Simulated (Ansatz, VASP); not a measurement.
# One calculation of BN, two programs

```
B N
1.0
     2.50611    0.00000    0.00000
    -1.25306    2.17036    0.00000
     0.00000    0.00000   10.08234
B N
3 3
Direct
  0.00000 0.00000 0.00034
  0.66667 0.33333 0.33368
  0.33333 0.66667 0.66701
  0.66667 0.33333 0.00056
  0.33333 0.66667 0.33389
  0.00000 0.00000 0.66722
```

Change from the starting cell: strain along c alone, the other axes held, atoms relaxed: +2.0 %.

Alike in both runs: functional PBE; dispersion D3(BJ); k mesh 12 × 12 × 4; occupations gaussian, width 0.02 eV; no spin polarisation.

Ansatz relaxed the structure, and its values are those at the end. VASP's run is a single point on that final structure, the one shown.

|  | VASP | Ansatz |
| --- | --- | --- |
| version | VASP 6.6.1 | Ansatz 0.2.0 |
| potentials or method | VASP PAW PBE potentials, release 64 (B, N), cutoff 520 eV | scalar-relativistic, plane waves, PAW |
| valence electrons in the cell | 24 | 24 |

|  | VASP | Ansatz | Ansatz less VASP |
| --- | --- | --- | --- |
| gap on the k mesh at the Fermi level (eV) | 4.27 | 4.27 | +0.007 |
| least direct gap on the mesh (eV) | 4.69 | 4.69 | +0.003 |
| pressure (GPa) | -0.1 | -0.1 | -0.08 |

Ansatz's warnings: stress scf threshold loose.
